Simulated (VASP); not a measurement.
# CsBr (Pm-3m) in VASP: a series of runs, part 2 of 2

VASP 6.6.1. The steps go on from the part before.

### 3 Single point, PBE

INCAR reads:

```
  PREC = Accurate
  ENCUT = 500
  EDIFF = 1E-6
  ISMEAR = -1
  SIGMA = 0.03
  LREAL = F
  LASPH = T
  NELM = 120
  ALGO = Normal
  ISIF = 2
  LWAVE = F
  LCHARG = T
  GGA = PE
  LELF = T
  LVHAR = T
  NBANDS = 15
  GGA_COMPAT = F
```

KPOINTS reads:

```
Automatic mesh
0
Gamma
  7 7 7
```

POSCAR reads:

```
CsBr
1.0
    4.3256222200      0.0000000000      0.0000000000
    0.0000000000      4.3256222200      0.0000000000
    0.0000000000      0.0000000000      4.3256222200
Cs Br
1 1
Direct
    0.0000000000      0.0000000000      0.0000000000
    0.5000000000      0.5000000000      0.5000000000
```

Potentials or basis: VASP PAW PBE potentials, release 64 (Cs_sv, Br).

Run with:

```
$ cat potpaw_PBE.64/Cs_sv/POTCAR potpaw_PBE.64/Br/POTCAR > POTCAR
$ mpirun -np 1 vasp_std > vasp.out
```

OUTCAR:

```text
PREC = Accurate
   ENCUT = 500
   EDIFF = 1E-6
   ISMEAR = -1
   LREAL = F
   LASPH = T
   NELM = 120
   ISIF = 2
   GGA = PE

 ion  position               nearest neighbor table
   1  0.000  0.000  0.000-
   2  0.500  0.500  0.500-

  LATTYP: Found a simple cubic cell.
 ALAT       =     4.3256222200

  Lattice vectors:

 A1 = (   4.3256222200,   0.0000000000,   0.0000000000)
 A2 = (   0.0000000000,   4.3256222200,   0.0000000000)
 A3 = (   0.0000000000,   0.0000000000,   4.3256222200)

Analysis of symmetry for initial positions (statically):
=====================================================================
 Subroutine PRICEL returns:
 Original cell was already a primitive cell.

 Routine SETGRP: Setting up the symmetry group for a
 simple cubic supercell.

 Subroutine GETGRP returns: Found 48 space group operations
 (whereof 48 operations were pure point group operations)
 out of a pool of 48 trial point group operations.

The static configuration has the point symmetry O_h .

Analysis of symmetry for dynamics (positions and initial velocities):
=====================================================================
 Subroutine PRICEL returns:
 Original cell was already a primitive cell.

 Routine SETGRP: Setting up the symmetry group for a
 simple cubic supercell.

 Subroutine GETGRP returns: Found 48 space group operations
 (whereof 48 operations were pure point group operations)
 out of a pool of 48 trial point group operations.

The dynamic configuration has the point symmetry O_h .

 Subroutine INISYM returns: Found 48 space group operations
 (whereof 48 operations are pure point group operations),
 and found     1 'primitive' translations

----------------------------------------------------------------------------------------

                                     Primitive cell

  volume of cell :      80.9368

  direct lattice vectors                    reciprocal lattice vectors
     4.325622220  0.000000000  0.000000000     0.231180614  0.000000000  0.000000000
     0.000000000  4.325622220  0.000000000     0.000000000  0.231180614  0.000000000
     0.000000000  0.000000000  4.325622220     0.000000000  0.000000000  0.231180614

  length of vectors
     4.325622220  4.325622220  4.325622220     0.231180614  0.231180614  0.231180614

  position of ions in fractional coordinates (direct lattice)
     0.000000000  0.000000000  0.000000000
     0.500000000  0.500000000  0.500000000

  ion indices of the primitive-cell ions
   primitive index   ion index
                 1           1
                 2           2

----------------------------------------------------------------------------------------

 KPOINTS: Automatic mesh

Automatic generation of k-mesh.
 Grid dimensions read from file:
 generate k-points for:    7    7    7

 Generating k-lattice:

  Cartesian coordinates                     Fractional coordinates (reciprocal lattice)
     0.033025802  0.000000000  0.000000000     0.142857143  0.000000000  0.000000000
     0.000000000  0.033025802  0.000000000     0.000000000  0.142857143  0.000000000
     0.000000000  0.000000000  0.033025802     0.000000000  0.000000000  0.142857143

  Length of vectors
     0.033025802  0.033025802  0.033025802

  Shift w.r.t. Gamma in fractional coordinates (k-lattice)
     0.000000000  0.000000000  0.000000000

 Subroutine IBZKPT returns following result:
 ===========================================

 Found     20 irreducible k-points:

 Following reciprocal coordinates:
            Coordinates               Weight
  0.000000  0.000000  0.000000      1.000000
  0.142857  0.000000  0.000000      6.000000
  0.285714  0.000000  0.000000      6.000000
  0.428571  0.000000  0.000000      6.000000
  0.142857  0.142857  0.000000     12.000000
  0.285714  0.142857  0.000000     24.000000
[... 12 lines left out ...]
  0.428571  0.428571  0.285714     24.000000
  0.428571  0.428571  0.428571      8.000000
   k-points           NKPTS =     20   k-points in BZ     NKDIM =     20   number of bands    NBANDS=     15
   number of dos      NEDOS =    301   number of ions     NIONS =      2
   total plane-waves  NPLWV =  32768
   dimension x,y,z NGX =    32 NGY =   32 NGZ =   32
   dimension x,y,z NGXF=    64 NGYF=   64 NGZF=   64
   ions per type =               1   1
   NGX,Y,Z   is equivalent  to a cutoff of  12.30, 12.30, 12.30 a.u.
   NGXF,Y,Z  is equivalent  to a cutoff of  24.60, 24.60, 24.60 a.u.
 SYSTEM =  unknown system
   PREC   = accura    normal or accurate (medium, high low for compatibility)
   ISTART =      0    job   : 0-new  1-cont  2-samecut
   ICHARG =      2    charge: 1-file 2-atom 10-const
   ISPIN  =      1    spin polarized calculation?
   LNONCOLLINEAR =      F non collinear calculations
   LSORBIT =      F    spin-orbit coupling
   LASPH  =      T    aspherical Exc in radial PAW
   ENCUT  =  500.0 eV  36.75 Ry    6.06 a.u.   7.89  7.89  7.89*2*pi/ulx,y,z
   NELM   =    120;   NELMIN=  2; NELMDL= -5     # of ELM steps
   EDIFF  = 0.1E-05   stopping-criterion for ELM
   LREAL  =      F    real-space projection
   EDIFFG = 0.1E-04   stopping-criterion for IOM
   NSW    =      0    number of steps for IOM
   IBRION =     -1    ionic relax: 0-MD 1-quasi-New 2-CG
   NFREE  =      0    steps in history (QN), initial steepest desc. (CG)
   ISIF   =      2    stress and relaxation
   ISYM   =      2    0-nonsym 1-usesym 2-fastsym
   POTIM  = 0.5000    time-step for ionic-motion
   TEBEG  =    0.0;   TEEND  =   0.0 temperature during run
   PSTRESS=    0.0 pullay stress
   NELECT =      16.0000    total number of electrons
   NUPDOWN=      -1.0000    fix difference up-down
   EMIN   =  10.00;   EMAX   =-10.00  energy-range for DOS
   EFERMI =   0.00;   METHOD = LEGACY
   ISMEAR =    -1;   SIGMA  =   0.03  broadening in eV -4-tet -1-fermi 0-gaus
   EFERMI_NEDOS =   21; number of points for ismear=-14 and -15
   IALGO  =     38    algorithm
   IMIX   =      4    mixing-type and parameters
     AMIX     =   0.40;   BMIX     =  1.00
     AMIX_MAG =   1.60;   BMIX_MAG =  1.00
  volume/ion in A,a.u.               =      40.47       273.09
  Fermi-wavevector in a.u.,A,eV,Ry     =   0.953673  1.802181 12.374397  0.909493
  Thomas-Fermi vector in A             =   2.082350
   LORBIT       =      0    0 simple, 1 ext, 2 COOP (PROOUT), +10 PAW based schemes
   GGA     = PE    functional components
   LHFCALC =     F    Hartree Fock is set to
   AEXX    =    0.0000 exact exchange contribution
   IVDW    =     0    specifies the selected vdW correction
   LEPSILON=     F    determine dielectric tensor
   LRPA    =     F    only Hartree local field effects (RPA)
 non-spin polarized calculation
  energy-cutoff  :      500.00
  volume of cell :       80.94
 maximum number of plane-waves:      2103
 NGX is ok and might be reduce to    32
   NGX = 15   NGY = 15   NGZ = 15

 number of electron      16.0000002 magnetization

 Free energy of the ion-electron system (eV)
  ---------------------------------------------------
  ext. energy  EPLUGINS =         0.00000000
  ---------------------------------------------------
  free energy    TOTEN  =        -6.01663435 eV

  energy without entropy =       -6.01663435  energy(sigma->0) =       -6.01663435

 E-fermi :   0.1931     XC(G=0):  -7.9522

 val. band max:       -0.4394869606   @ k =   0.0000   0.0000   0.0000
 cond. band min:       3.9789962398   @ k =   0.0000   0.0000   0.0000
 fundamental gap:      4.4184832004
 Fermi energy:         0.1930556034

 k-point     1 :       0.0000    0.0000    0.0000
  band No.  band energies     occupation
      1     -20.2505      2.00000
      2     -12.7672      2.00000
      3      -6.8548      2.00000
      4      -6.8548      2.00000
      5      -6.8548      2.00000
      6      -0.4395      2.00000
      7      -0.4395      2.00000
      8      -0.4395      2.00000
      9       3.9790      0.00000
     10       4.5076      0.00000
     11       4.5076      0.00000
     12       8.6020      0.00000
     13       8.6020      0.00000
     14       8.6020      0.00000
[... 329 lines left out ...]
      2     -12.6102      2.00000
      3      -7.2335      2.00000
      4      -7.2192      2.00000
      5      -7.2192      2.00000
      6      -1.4856      2.00000
      7      -1.4856      2.00000
      8      -1.4004      2.00000
      9       7.1014      0.00000
     10       7.5982      0.00000
     11       7.5982      0.00000
     12       8.4359      0.00000
     13       8.4359      0.00000
     14       8.5314      0.00000
     15      11.0192      0.00000

------------------------ aborting loop because EDIFF is reached ----------------------------------------

  FORCE on cell =-STRESS in cart. coord.  units (eV):
  Direction    XX          YY          ZZ          XY          YZ          ZX
  --------------------------------------------------------------------------------------
  -------------------------------------------------------------------------------------
  Total        0.3298278      0.3298278      0.3298278      0.0000000      0.0000000      0.0000000
  in kB        6.5290815      6.5290815      6.5290815      0.0000000      0.0000000      0.0000000
  external PRESSURE =       6.5290815 kB  Pullay stress =       0.0000000 kB

 VOLUME and BASIS-vectors are now :
 -----------------------------------------------------------------------------
  energy-cutoff  :      500.00
  volume of cell :       80.94
      direct lattice vectors                 reciprocal lattice vectors
     4.325622220  0.000000000  0.000000000     0.231180614  0.000000000  0.000000000
     0.000000000  4.325622220  0.000000000     0.000000000  0.231180614  0.000000000
     0.000000000  0.000000000  4.325622220     0.000000000  0.000000000  0.231180614

 POSITION                                       TOTAL-FORCE (eV/Angst)
 -----------------------------------------------------------------------------------
      0.00000      0.00000      0.00000         0.000000      0.000000      0.000000
      2.16281      2.16281      2.16281         0.000000      0.000000      0.000000
 -----------------------------------------------------------------------------------
    total drift:                                0.000000      0.000000     -0.000000

  FREE ENERGIE OF THE ION-ELECTRON SYSTEM (eV)
  ---------------------------------------------------
  free  energy   TOTEN  =        -6.0166343546 eV

  energy  without entropy=       -6.0166343545  energy(sigma->0) =       -6.01663435
```

OSZICAR:

```text
N       E                     dE             d eps       ncg     rms          rms(c)
DAV:   1     0.878414332079E+02    0.87841E+02   -0.63210E+03   600   0.874E+02
DAV:   2     0.896368117488E+00   -0.86945E+02   -0.80100E+02   853   0.151E+02
DAV:   3    -0.622185741624E+01   -0.71182E+01   -0.70945E+01   789   0.475E+01
DAV:   4    -0.628644756527E+01   -0.64590E-01   -0.64586E-01   677   0.535E+00
DAV:   5    -0.628678238814E+01   -0.33482E-03   -0.33482E-03   831   0.405E-01    0.180E+00
DAV:   6    -0.605152304829E+01    0.23526E+00   -0.22099E-01   733   0.245E+00    0.105E+00
DAV:   7    -0.601356699985E+01    0.37956E-01   -0.12681E-01   782   0.181E+00    0.609E-01
DAV:   8    -0.601670287099E+01   -0.31359E-02   -0.13935E-02   670   0.687E-01    0.117E-01
DAV:   9    -0.601653249787E+01    0.17037E-03   -0.14509E-03   789   0.201E-01    0.680E-02
DAV:  10    -0.601663071239E+01   -0.98215E-04   -0.19612E-04   635   0.931E-02    0.164E-02
DAV:  11    -0.601663531880E+01   -0.46064E-05   -0.26767E-05   733   0.304E-02    0.996E-03
DAV:  12    -0.601663435455E+01    0.96425E-06   -0.46324E-06   684   0.126E-02
   1 F= -.60166344E+01 E0= -.60166344E+01  d E =-.612974E-10
```

stdout:

```text
POSCAR found type information on POSCAR CsBr
 POSCAR found :  2 types and       2 ions
 scaLAPACK will be used
 LDA part: xc-table for (Slater+PW92), standard interpolation
 POSCAR, INCAR and KPOINTS ok, starting setup
 FFT: planning ... GRIDC
 FFT: planning ... GRID_SOFT
 FFT: planning ... GRID
 WAVECAR not read
 entering main loop
```

It took 34 s on 1 thread of AMD EPYC 7R13, shared host; peak memory 0.15 GiB.

What came out:

```yaml
Free_energy: -6.0166 eV
Pressure: 0.7 GPa
Band_gap_on_the_k_mesh: 4.42 eV, direct
```

Levels at points of the mesh, in eV from the valence-band top:
| k point | band 5 | band 6 | band 7 | band 8 | band 9 | band 10 | band 11 | band 12 |
| --- | --- | --- | --- | --- | --- | --- | --- | --- |
| (0.00, 0.00, 0.00) | -6.42 | 0.00 | 0.00 | 0.00 | 4.42 | 4.95 | 4.95 | 9.04 |

Caveat: spin-orbit coupling is left out, which moves the levels of the heavy elements.

### 4 Relaxation of the atoms, PBE

This run uses another cell than the first one, of 22.26 Å³/atom, 0.550 times its volume.

INCAR reads:

```
PREC = Accurate ; ENCUT = 450
EDIFF = 1E-7 ; ISMEAR = -1
SIGMA = 0.03 ; LREAL = F
LASPH = T ; NELM = 120
ALGO = Normal ; ISIF = 2
LWAVE = F ; LCHARG = F
GGA = PE ; IBRION = 2
NSW = 50 ; EDIFFG = -0.01
GGA_COMPAT = F ; NELMIN = 4
```

KPOINTS reads:

```
regular mesh
0
Gamma
  7 7 7
```

POSCAR reads:

```
CsBr
1.0
    3.5440742934      0.0000000000      0.0000000000
    0.0000000000      3.5440742934      0.0000000000
    0.0000000000      0.0000000000      3.5440742934
Cs Br
1 1
Direct
    0.0000000000      0.0000000000      0.0000000000
    0.5000000000      0.5000000000      0.5000000000
```

Potentials or basis: VASP PAW PBE potentials, release 64 (Cs_sv, Br).

Run with:

```
$ cat potpaw_PBE.64/Cs_sv/POTCAR potpaw_PBE.64/Br/POTCAR > POTCAR
$ mpirun -np 1 vasp_std > vasp.out
```

OUTCAR:

```text
PREC = Accurate
   ENCUT = 450
   EDIFF = 1E-7
   ISMEAR = -1
   LREAL = F
   LASPH = T
   NELM = 120
   ISIF = 2
   GGA = PE
   IBRION = 2
   NSW = 50
   EDIFFG = -0.01
   NELMIN = 4

 ion  position               nearest neighbor table
   1  0.000  0.000  0.000-
   2  0.500  0.500  0.500-

  LATTYP: Found a simple cubic cell.
 ALAT       =     3.5440742934

  Lattice vectors:

 A1 = (   3.5440742934,   0.0000000000,   0.0000000000)
 A2 = (   0.0000000000,   3.5440742934,   0.0000000000)
 A3 = (   0.0000000000,   0.0000000000,   3.5440742934)

Analysis of symmetry for initial positions (statically):
=====================================================================
 Subroutine PRICEL returns:
 Original cell was already a primitive cell.

 Routine SETGRP: Setting up the symmetry group for a
 simple cubic supercell.

 Subroutine GETGRP returns: Found 48 space group operations
 (whereof 48 operations were pure point group operations)
 out of a pool of 48 trial point group operations.

The static configuration has the point symmetry O_h .

Analysis of symmetry for dynamics (positions and initial velocities):
=====================================================================
 Subroutine PRICEL returns:
 Original cell was already a primitive cell.

 Routine SETGRP: Setting up the symmetry group for a
 simple cubic supercell.

 Subroutine GETGRP returns: Found 48 space group operations
 (whereof 48 operations were pure point group operations)
 out of a pool of 48 trial point group operations.

The dynamic configuration has the point symmetry O_h .

 Subroutine INISYM returns: Found 48 space group operations
 (whereof 48 operations are pure point group operations),
 and found     1 'primitive' translations

----------------------------------------------------------------------------------------
[... 115 lines left out ...]
   AEXX    =    0.0000 exact exchange contribution
   IVDW    =     0    specifies the selected vdW correction
   LEPSILON=     F    determine dielectric tensor
   LRPA    =     F    only Hartree local field effects (RPA)
 conjugate gradient relaxation of ions
 non-spin polarized calculation
  energy-cutoff  :      450.00
  volume of cell :       44.52
 maximum number of plane-waves:       974
 NGX is ok and might be reduce to    28
   NGX = 13   NGY = 13   NGZ = 13

 number of electron      16.0000001 magnetization

 Free energy of the ion-electron system (eV)
  ---------------------------------------------------
  ext. energy  EPLUGINS =         0.00000000
  ---------------------------------------------------
  free energy    TOTEN  =        -3.33759935 eV

  energy without entropy =       -3.33759935  energy(sigma->0) =       -3.33759935

 E-fermi :   5.1959     XC(G=0): -10.8755

 val. band max:        4.5634973562   @ k =   0.0000   0.0000   0.0000
 cond. band min:       7.3286202921   @ k =   0.0000   0.0000   0.0000
 fundamental gap:      2.7651229359
 Fermi energy:         5.1958917997

 k-point     1 :       0.0000    0.0000    0.0000
  band No.  band energies     occupation
      1     -16.2670      2.00000
      2      -9.2701      2.00000
      3      -2.1979      2.00000
      4      -2.1979      2.00000
      5      -2.1979      2.00000
      6       4.5635      2.00000
      7       4.5635      2.00000
      8       4.5635      2.00000
      9       7.3286      0.00000
     10       7.3286      0.00000
     11      12.3395      0.00000
     12      14.6417      0.00000
[... 271 lines left out ...]
 k-point    20 :       0.4286    0.4286    0.4286
  band No.  band energies     occupation
      1     -14.9865      2.00000
      2      -9.0989      2.00000
      3      -3.5669      2.00000
      4      -3.4310      2.00000
      5      -3.4310      2.00000
      6       0.7223      2.00000
      7       0.7223      2.00000
      8       1.2176      2.00000
      9      14.0425      0.00000
     10      15.1567      0.00000
     11      15.1567      0.00000
     12      16.7344      0.00000

------------------------ aborting loop because EDIFF is reached ----------------------------------------

  FORCE on cell =-STRESS in cart. coord.  units (eV):
  Direction    XX          YY          ZZ          XY          YZ          ZX
  --------------------------------------------------------------------------------------
  -------------------------------------------------------------------------------------
  Total       11.2130375     11.2130375     11.2130375      0.0000000     -0.0000000      0.0000000
  in kB      403.5760694    403.5760694    403.5760694      0.0000000     -0.0000000      0.0000000
  external PRESSURE =     403.5760694 kB  Pullay stress =       0.0000000 kB

 VOLUME and BASIS-vectors are now :
 -----------------------------------------------------------------------------
  energy-cutoff  :      450.00
  volume of cell :       44.52
      direct lattice vectors                 reciprocal lattice vectors
     3.544074293  0.000000000  0.000000000     0.282161128  0.000000000  0.000000000
     0.000000000  3.544074293  0.000000000     0.000000000  0.282161128  0.000000000
     0.000000000  0.000000000  3.544074293     0.000000000  0.000000000  0.282161128

 POSITION                                       TOTAL-FORCE (eV/Angst)
 -----------------------------------------------------------------------------------
      0.00000      0.00000      0.00000         0.000000      0.000000      0.000000
      1.77204      1.77204      1.77204         0.000000      0.000000      0.000000
 -----------------------------------------------------------------------------------
    total drift:                                0.000000      0.000000      0.000000

  FREE ENERGIE OF THE ION-ELECTRON SYSTEM (eV)
  ---------------------------------------------------
  free  energy   TOTEN  =        -3.3375993459 eV

  energy  without entropy=       -3.3375993459  energy(sigma->0) =       -3.33759935

 reached required accuracy - stopping structural energy minimisation
```

CONTCAR:

```text
CsBr
   1.00000000000000
     3.5440742934000000    0.0000000000000000    0.0000000000000000
     0.0000000000000000    3.5440742934000000    0.0000000000000000
     0.0000000000000000    0.0000000000000000    3.5440742934000000
  Cs              Br
     1     1
Direct
     0.0000000000000000    0.0000000000000000    0.0000000000000000
     0.5000000000000000    0.5000000000000000    0.5000000000000000

  0.00000000E+00  0.00000000E+00  0.00000000E+00
  0.00000000E+00  0.00000000E+00  0.00000000E+00
```

It took 26 s on 1 thread of AMD EPYC 7R13, shared host; peak memory 0.13 GiB.

Results:

```
Free energy             : -3.3376 eV
Pressure after relaxing : 40.4 GPa
Band gap on the k mesh  : 2.77 eV, direct
```

Final structure:
```xyz
2
Lattice="3.5441 0.0000 0.0000 0.0000 3.5441 0.0000 0.0000 0.0000 3.5441" Properties=species:S:1:pos:R:3 pbc="T T T"
Cs    0.0000    0.0000    0.0000
Br    1.7720    1.7720    1.7720
```

Levels at points of the mesh, in eV from the valence-band top:
```
           k point  band 6  band 7  band 8  band 9  band 10  band 11
(0.00, 0.00, 0.00)    0.00    0.00    0.00    2.77     2.77     7.78
```

Caveat: the relaxation stopped at its first step, so nothing moved; spin-orbit coupling is left out, which moves the levels of the heavy elements. A k mesh can miss the band edges.
